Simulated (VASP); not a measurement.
A run of VASP 6.6.1:

INCAR

```
  ALGO = Normal
  DIPOL = 0.5 0.5 0.332
  EDIFF = 1E-6
  EDIFFG = -0.025
  ENCUT = 520
  GGA = PE
  IBRION = 2
  IDIPOL = 3
  ISIF = 2
  ISMEAR = 0
  LASPH = T
  LCHARG = F
  LDIPOL = T
  LREAL = F
  LWAVE = F
  NELM = 60
  NSW = 36
  PREC = Accurate
  SIGMA = 0.1
```

File KPOINTS:

```
k-points
0
Gamma
  9 9 1
```

POSCAR

```
Al3H
1.0
    2.8567582918      0.0000000000      0.0000000000
    0.0000000000      2.8567582918      0.0000000000
    0.0000000000      0.0000000000     19.6746954375
Al H
3 1
Selective dynamics
Direct
    0.5000000000      0.5000000000      0.2033068320  F F F
    0.0000000000      0.0000000000      0.3092728611  F F F
    0.5000000000      0.5000000000      0.4154928580  F F F
    0.8333333333      1.0000000000      0.3998625990  F F T
```

Potentials or basis: VASP PAW PBE potentials, release 64 (Al, H).

The run is started by

```console
$ cat potpaw_PBE.64/Al/POTCAR potpaw_PBE.64/H/POTCAR > POTCAR
$ mpirun -np 1 vasp_std > vasp.out
```

Hardware: 1 thread of Intel(R) Xeon(R) Platinum 8259CL CPU @ 2.50GHz (Skylake/Cascade Lake), with other jobs on the host.

Question: Estimate the wall time of this run.

Answer: Wall time 4.2 min on 1 thread of Intel(R) Xeon(R) Platinum 8259CL CPU @ 2.50GHz (Skylake/Cascade Lake) (shared host), peak memory 0.28 GiB. Counts: scf iterations 117, k points 25, ion steps 10.
